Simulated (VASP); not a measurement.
Na, 1 atom in the cell. It takes space group Im-3m (No. 229, cubic). The conventional cell has a = 4.296 Å, b = 4.296 Å, c = 4.296 Å, α = 90.00°, β = 90.00°, γ = 90.00°. Within 4.9 Å of Na (site symmetry m-3m) lie 14 Na at 3.72 to 4.30 Å. 

```yaml
Program: VASP 6.6.1
Task: single point
Functional: LDA
Potentials_or_basis: VASP PAW LDA potentials, release 64 (Na_pv)
Cutoff: 500 eV
k_mesh: 8 × 8 × 8
Occupations: gaussian, width 0.05 eV
Spin: no spin polarisation
Dipole_correction: no
Further_INCAR_settings: ALGO = Normal; EDIFF = 1e-06; NBANDS = 10
```

Potentials or basis: VASP PAW LDA potentials, release 64 (Na_pv).

The run is started by

```sh
$ cat potpaw_LDA.64/Na_pv/POTCAR > POTCAR
$ mpirun -np 1 vasp_std > vasp.out
```

Hardware: 1 thread of Intel(R) Xeon(R) 6975P-C (Granite Rapids) (shared host).

Q: How long does it take, and how much memory?

A: It took 2.7 s on 1 thread of Intel(R) Xeon(R) 6975P-C (Granite Rapids), with other jobs on the host, peak memory 0.13 GiB. Counts: scf iterations 9, k points 29.
